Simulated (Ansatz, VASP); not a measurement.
Cu in VASP and in Ansatz

INCAR

```
SYSTEM = Cu
PREC = Accurate
ENCUT = 520
EDIFF = 1E-6
ISMEAR = 0
SIGMA = 0.15
LREAL = .False.
LASPH = .True.
NELM = 80
ALGO = Normal
ISIF = 2
LWAVE = .False.
LCHARG = .False.
GGA = PE
NBANDS = 12
```

The input KPOINTS:

```
regular mesh
0
Gamma
  24 24 24
  0 0 0
```

File POSCAR:

```
Cu
1.0
    0.0000000000      1.8278857379      1.6920738275
    1.8278857379      0.0000000000      1.6920738275
    1.8278857379      1.8278857379      0.0000000000
Cu
1
Direct
    0.0000000000      0.0000000000      0.0000000000
```

Input for Ansatz:

```yaml
crystal:
  lattice:
    - [0.0, 1.8278857379, 1.6920738275]
    - [1.8278857379, 0.0, 1.6920738275]
    - [1.8278857379, 1.8278857379, 0.0]
  atoms:
    - { symbol: Cu, position: [0.0, 0.0, 0.0] }
basis:
  ecutwfc: 520.0
kpoints:
  mp_grid: { grid: [24, 24, 24] }
hamiltonian:
  xc: pbe
  pseudopotentials: { kind: paw, azcp: { folder: soft_1 } }
scf:
  occupations: { method: gaussian, width: 0.15 }
output:
  forces: true
  stress: true
  eigenvalues: true
```

Alike in both runs: task single point; functional PBE; k mesh 24 × 24 × 24; occupations gaussian, width 0.15 eV; no spin polarisation.

|  | VASP | Ansatz |
| --- | --- | --- |
| version | VASP 6.6.1 | Ansatz 0.2.0 |
| potentials or method | VASP PAW PBE potentials, release 64 (Cu), cutoff 520 eV | scalar-relativistic, plane waves, PAW |
| valence electrons in the cell | 11 | 19 |

|  | VASP | Ansatz | Ansatz less VASP |
| --- | --- | --- | --- |
| gap on the k mesh at the Fermi level (eV) | none | none | - |
| pressure (GPa) | 9.8 | 9.1 | -0.69 |
| traceless stress, the component that is largest in VASP (GPa) | 2.37 | 2.37 | 0.000 |

A gap of «none» marks a metal or a gap that the smearing closes. With one functional, cell and mesh, what is left measures potentials, basis and numerics. VASP's potentials hold 11 valence electrons a cell and Ansatz's 19, so a difference there can come from the potentials and not from the codes.
